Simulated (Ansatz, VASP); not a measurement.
**Si2C3 in VASP and in Ansatz**

File INCAR:

```
SYSTEM = Si2C3
PREC = Accurate ; ENCUT = 520
EDIFF = 1E-6 ; ISMEAR = 0
SIGMA = 0.1 ; LREAL = .False.
LASPH = .True. ; NELM = 60
ALGO = Normal ; ISIF = 2
LWAVE = .False. ; LCHARG = .True.
GGA = PE ; LELF = .True.
LVHAR = .True. ; NBANDS = 31
```

KPOINTS

```
regular mesh
0
Gamma
  6 6 1
  0 0 0
```

POSCAR

```
Si2C3
1.0
    2.6359670200      0.0000000000      0.0000000000
   -1.3179835100      2.2828144000      0.0000000000
    0.0000000000      0.0000000000     22.8783716700
Si C
4 6
Direct
    0.6666666700      0.3333333300      0.1500000000
    0.6666666700      0.3333333300      0.3500000000
    0.3333333300      0.6666666700      0.6500000000
    0.3333333300      0.6666666700      0.8500000000
    0.6666666700      0.3333333300      0.7500000000
    0.6666666700      0.3333333300      0.9500000000
    0.6666666700      0.3333333300      0.5500000000
    0.3333333300      0.6666666700      0.0500000000
    0.3333333300      0.6666666700      0.2500000000
    0.3333333300      0.6666666700      0.4500000000
```

Input for Ansatz:

```yaml
crystal:
  lattice:
    - [2.63596702, 0.0, 0.0]
    - [-1.31798351, 2.2828144, 0.0]
    - [0.0, 0.0, 22.87837167]
  atoms:
    - { symbol: Si, position: [0.66666667, 0.33333333, 0.15] }
    - { symbol: Si, position: [0.66666667, 0.33333333, 0.35] }
    - { symbol: Si, position: [0.33333333, 0.66666667, 0.65] }
    - { symbol: Si, position: [0.33333333, 0.66666667, 0.85] }
    - { symbol: C, position: [0.66666667, 0.33333333, 0.75] }
    - { symbol: C, position: [0.66666667, 0.33333333, 0.95] }
    - { symbol: C, position: [0.66666667, 0.33333333, 0.55] }
    - { symbol: C, position: [0.33333333, 0.66666667, 0.05] }
    - { symbol: C, position: [0.33333333, 0.66666667, 0.25] }
    - { symbol: C, position: [0.33333333, 0.66666667, 0.45] }
basis:
  ecutwfc: 420
kpoints:
  mp_grid: { grid: [6, 6, 1] }
hamiltonian:
  xc: pbe
scf:
  occupations: { method: gaussian, width: 0.1 }
  lower_state_search: "off"
output:
  forces: true
  stress: true
  eigenvalues: true
```

Alike in both runs: task single point; functional PBE; k mesh 6 × 6 × 1; occupations gaussian, width 0.1 eV; no spin polarisation.

```csv
,VASP,Ansatz
version,VASP 6.6.1,Ansatz 0.2.0
potentials or method,"VASP PAW PBE potentials, release 64 (Si, C), cutoff 520 eV","scalar-relativistic, plane waves, PAW"
valence electrons in the cell,40,40
```

Ansatz gave:

* gap on the k mesh at the Fermi level (eV): none
* pressure (GPa): -19.7
* traceless stress, the component that is largest in VASP (GPa): -3.96
* rms of the force components (eV/Å): 0.114

Which values does VASP return?

gap on the k mesh at the Fermi level (eV): none; pressure (GPa): -19.7; traceless stress, the component that is largest in VASP (GPa): -3.95; rms of the force components (eV/Å): 0.114.

Atom by atom the forces differ by 0.001 eV/Å (rms over components). A gap of «none» marks a metal or a gap that the smearing closes. With one functional, cell and mesh, what is left measures potentials, basis and numerics.

The k mesh is coarse, so the values compare programs but aren't converged.
